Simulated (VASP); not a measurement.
# Ge5Sb (P-43m) in VASP: a series of runs, part 2 of 2

VASP 6.6.1.

## 3. Relaxation of cell and atoms, PBE

This run uses another cell than the first one, of 34.50 Å³/atom.

INCAR reads:

```
PREC = Accurate ; ENCUT = 600
EDIFF = 1E-6 ; ISMEAR = 0
SIGMA = 0.1 ; LREAL = F
LASPH = T ; NELM = 100
ALGO = Normal ; ISIF = 3
LWAVE = F ; LCHARG = F
GGA = PE ; IBRION = 2
NSW = 100 ; EDIFFG = -0.01
```

KPOINTS reads:

```
Automatic mesh
0
Gamma
  6 6 6
```

POSCAR reads:

```
Ge5Sb
1.0
    5.9155832106      0.0000000000      0.0000000000
    0.0000000000      5.9155832106      0.0000000000
    0.0000000000      0.0000000000      5.9155832106
Ge Sb
5 1
Direct
    0.7394559541      0.7394559541      0.7394559541
    0.2605440459      0.2605440459      0.7394559541
    0.2605440459      0.7394559541      0.2605440459
    0.7394559541      0.2605440459      0.2605440459
    0.5000000000      0.5000000000      0.5000000000
    0.0000000000      0.0000000000      0.0000000000
```

Potentials or basis: VASP PAW PBE potentials, release 64 (Ge_d, Sb).

Launch:

```bash
$ cat potpaw_PBE.64/Ge_d/POTCAR potpaw_PBE.64/Sb/POTCAR > POTCAR
$ mpirun -np 1 vasp_std > vasp.out
```

OUTCAR:

```text
PREC = Accurate
   ENCUT = 600
   EDIFF = 1E-6
   ISMEAR = 0
   LREAL = F
   LASPH = T
   NELM = 100
   ISIF = 3
   GGA = PE
   IBRION = 2
   NSW = 100
   EDIFFG = -0.01

 ion  position               nearest neighbor table
   1  0.739  0.739  0.739-   5 2.45   6 2.67
   2  0.261  0.261  0.739-   5 2.45   6 2.67
   3  0.261  0.739  0.261-   5 2.45   6 2.67
   4  0.739  0.261  0.261-   5 2.45   6 2.67
   5  0.500  0.500  0.500-   1 2.45   2 2.45   3 2.45   4 2.45
   6  0.000  0.000  0.000-   1 2.67   2 2.67   3 2.67   4 2.67

  LATTYP: Found a simple cubic cell.
 ALAT       =     5.9155832106

  Lattice vectors:

 A1 = (   5.9155832106,   0.0000000000,   0.0000000000)
 A2 = (   0.0000000000,   5.9155832106,   0.0000000000)
 A3 = (   0.0000000000,   0.0000000000,   5.9155832106)

Analysis of symmetry for initial positions (statically):
=====================================================================
 Subroutine PRICEL returns:
 Original cell was already a primitive cell.

 Routine SETGRP: Setting up the symmetry group for a
 simple cubic supercell.

 Subroutine GETGRP returns: Found 24 space group operations
 (whereof 24 operations were pure point group operations)
[... 157 lines left out ...]
   NGX = 23   NGY = 23   NGZ = 23

--------------------------------------- Ionic step        1  -------------------------------------------

 number of electron      75.0000017 magnetization

 Free energy of the ion-electron system (eV)
  ---------------------------------------------------
  ext. energy  EPLUGINS =         0.00000000
  ---------------------------------------------------
  free energy    TOTEN  =       -20.50608421 eV

  energy without entropy =      -20.47609299  energy(sigma->0) =      -20.49108860

------------------------ aborting loop because EDIFF is reached ----------------------------------------

  FORCE on cell =-STRESS in cart. coord.  units (eV):
  Direction    XX          YY          ZZ          XY          YZ          ZX
  --------------------------------------------------------------------------------------
  -------------------------------------------------------------------------------------
  Total       -0.0834514     -0.0834514     -0.0834514     -0.0000000      0.0000000     -0.0000000
  in kB       -0.6458792     -0.6458792     -0.6458792     -0.0000000      0.0000000     -0.0000000
  external PRESSURE =      -0.6458792 kB  Pullay stress =       0.0000000 kB
[... 67 lines left out ...]
--------------------------------------- Ionic step        3  -------------------------------------------

 number of electron      75.0000027 magnetization

 Free energy of the ion-electron system (eV)
  ---------------------------------------------------
  ext. energy  EPLUGINS =         0.00000000
  ---------------------------------------------------
  free energy    TOTEN  =       -20.50624958 eV

  energy without entropy =      -20.47622725  energy(sigma->0) =      -20.49123842

 E-fermi :   2.3761     XC(G=0):  -8.3337

 val. band max:        2.3317724368   @ k =   0.1667   0.1667   0.0000
 cond. band min:       2.3801433724   @ k =   0.3333   0.3333   0.1667
 fundamental gap:      0.0483709356
 Fermi energy:         2.3760949979

 k-point     1 :       0.0000    0.0000    0.0000
  band No.  band energies     occupation
      1     -22.5205      2.00000
      2     -22.5205      2.00000
      3     -22.5205      2.00000
      4     -22.4685      2.00000
      5     -22.4685      2.00000
      6     -22.4664      2.00000
[... 982 lines left out ...]
  FREE ENERGIE OF THE ION-ELECTRON SYSTEM (eV)
  ---------------------------------------------------
  free  energy   TOTEN  =       -20.5062495779 eV

  energy  without entropy=      -20.4762272533  energy(sigma->0) =      -20.49123842

 reached required accuracy - stopping structural energy minimisation
```

CONTCAR:

```text
Ge5Sb
   1.00000000000000
     5.9092535509839941    0.0000000000000000   -0.0000000000000000
    -0.0000000000000000    5.9092535509839941    0.0000000000000000
    -0.0000000000000000    0.0000000000000000    5.9092535509839941
  Ge              Sb
     5     1
Direct
     0.7396803173626185    0.7396803173626185    0.7396803173626185
     0.2603196826373815    0.2603196826373815    0.7396803173626185
     0.2603196826373815    0.7396803173626185    0.2603196826373815
     0.7396803173626185    0.2603196826373815    0.2603196826373815
     0.5000000000000000    0.5000000000000000    0.5000000000000000
     0.0000000000000000    0.0000000000000000    0.0000000000000000

  0.00000000E+00  0.00000000E+00  0.00000000E+00
  0.00000000E+00  0.00000000E+00  0.00000000E+00
  0.00000000E+00  0.00000000E+00  0.00000000E+00
  0.00000000E+00  0.00000000E+00  0.00000000E+00
  0.00000000E+00  0.00000000E+00  0.00000000E+00
  0.00000000E+00  0.00000000E+00  0.00000000E+00
```

Run time: 7.3 min. Hardware: 1 thread of Intel Xeon Platinum 8375C at 2.90GHz (Ice Lake), shared host; peak memory 0.44 GiB.

What came out:

| Property | Result |
| --- | --- |
| Free energy | -20.5062 eV |
| Relaxed volume | 34.39 Å³/atom |
| Relaxed cell | a = 5.909 Å, b = 5.909 Å, c = 5.909 Å, α = 90.00°, β = 90.00°, γ = 90.00° |
| Space group after relaxing (to 0.1 Å) | P-43m (No. 215) |
| Energy gained by relaxing | 0.0 meV/atom |
| Ionic steps | 3 |
| Pressure after relaxing | 0.0 GPa |
| Largest force after relaxing | 0.005 eV/Å |
| Band gap on the k mesh | zero (an odd number of electrons rules out a gap without spin polarisation) |

Forces on the atoms (eV/Å):
```
Ge   0.003  0.003  0.003
Ge  -0.003 -0.003  0.003
Ge  -0.003  0.003 -0.003
Ge   0.003 -0.003 -0.003
Ge   0.000  0.000  0.000
Sb   0.000  0.000  0.000
```

The path:
```tsv
step	energy change (eV)	largest force (eV/Å)	pressure (GPa)	volume (Å³)
1	0.0000	0.0299	-0.06	207.01
2	-0.0002	0.0146	-0.02	206.59
3	-0.0002	0.0046	0.04	206.35
```

Final structure:
```
Ge Sb
1.0
     5.90925    0.00000    0.00000
     0.00000    5.90925    0.00000
     0.00000    0.00000    5.90925
Ge Sb
5 1
Direct
  0.73968 0.73968 0.73968
  0.26032 0.26032 0.73968
  0.26032 0.73968 0.26032
  0.73968 0.26032 0.26032
  0.50000 0.50000 0.50000
  0.00000 0.00000 0.00000
```

Levels at points of the mesh, in eV from the Fermi level:
| k point | band 33 | band 34 | band 35 | band 36 | band 37 | band 38 | band 39 | band 40 | band 41 | band 42 |
| --- | --- | --- | --- | --- | --- | --- | --- | --- | --- | --- |
| (0.00, 0.00, 0.00) | -3.19 | -3.19 | -1.64 | -1.64 | 0.83 | 0.83 | 0.83 | 0.98 | 0.98 | 0.98 |
| (0.50, 0.00, 0.00) | -3.31 | -0.85 | -0.81 | -0.78 | -0.64 | 0.02 | 0.02 | 0.50 | 0.51 | 0.75 |
| (0.50, 0.50, 0.00) | -3.16 | -1.60 | -1.56 | -1.52 | -1.52 | 0.97 | 0.97 | 1.21 | 1.37 | 1.49 |
| (0.50, 0.50, 0.50) | -3.95 | -3.15 | -0.33 | -0.33 | -0.33 | 1.48 | 1.48 | 1.59 | 1.59 | 1.59 |

Caveat: spin-orbit coupling is left out, which moves the levels of the heavy elements; an odd number of electrons without spin polarisation forces a metal; a magnetic or distorted state may lie lower.

The gap in the log of VASP goes by the Fermi energy; the results here count the filled bands.